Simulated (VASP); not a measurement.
A run of VASP 6.6.1 is set up as follows.

INCAR

```
SYSTEM = Cu16Cl
  PREC = Accurate
  ENCUT = 520
  EDIFF = 1E-6
  ISMEAR = 1
  SIGMA = 0.1
  LREAL = .FALSE.
  LASPH = .TRUE.
  NELM = 120
  ALGO = Normal
  ISIF = 2
  LWAVE = .FALSE.
  LCHARG = .FALSE.
  GGA = PE
  IVDW = 12
  NBANDS = 106
  GGA_COMPAT = .FALSE.
  NELMDL = -8
```

The input KPOINTS:

```
Automatic mesh
0
G
  2 2 1
  0 0 0
```

Contents of POSCAR:

```
Cu16Cl
1.0
    5.1053109602      0.0000000000      0.0000000000
    2.5526554801      4.4213289857      0.0000000000
    0.0000000000      0.0000000000     22.7527034153
Cu Cl
16 1
Direct
    0.0000000000      0.0000000000      0.1098770500
    0.5000000000      0.0000000000      0.1098770500
    0.0000000000      0.5000000000      0.1098770500
    0.5000000000      0.5000000000      0.1098770500
    0.1666666700      0.1666666700      0.2014808700
    0.6666666700      0.1666666700      0.2014808700
    0.1666666700      0.6666666700      0.2014808700
    0.6666666700      0.6666666700      0.2014808700
    0.8350328100      0.3324323500      0.2902200700
    0.3322736600      0.3323764900      0.2902337500
    0.8330678100      0.8335049000      0.2931324500
    0.3322492900      0.8351188500      0.2902107100
   -0.0032445000     -0.0019201300      0.3815072200
    0.5039156000     -0.0017523100      0.3814776400
   -0.0032424700      0.5055694300      0.3814480200
    0.4992229600      0.5005395300      0.3767825700
    0.1626940600      0.1664654300      0.4628562400
```

Potentials or basis: VASP PAW PBE potentials, release 64 (Cu, Cl).

Launch:

```console
$ cat potpaw_PBE.64/Cu/POTCAR potpaw_PBE.64/Cl/POTCAR > POTCAR
$ mpirun -np 1 vasp_std > vasp.out
```

(1) What does it give for the largest force?

(2) Predict the dispersion energy per atom.

(3) Predict the band gap on the k mesh.

Results:

(1) 0.172 eV/Å.

(2) -0.431 eV.

(3) zero (an odd number of electrons rules out a gap without spin polarisation).

Caveat: the k points lie up to 0.71 Å⁻¹ apart, too coarse for converged energies and pressures of a metal; there is no dipole correction, which matters where the two faces differ.
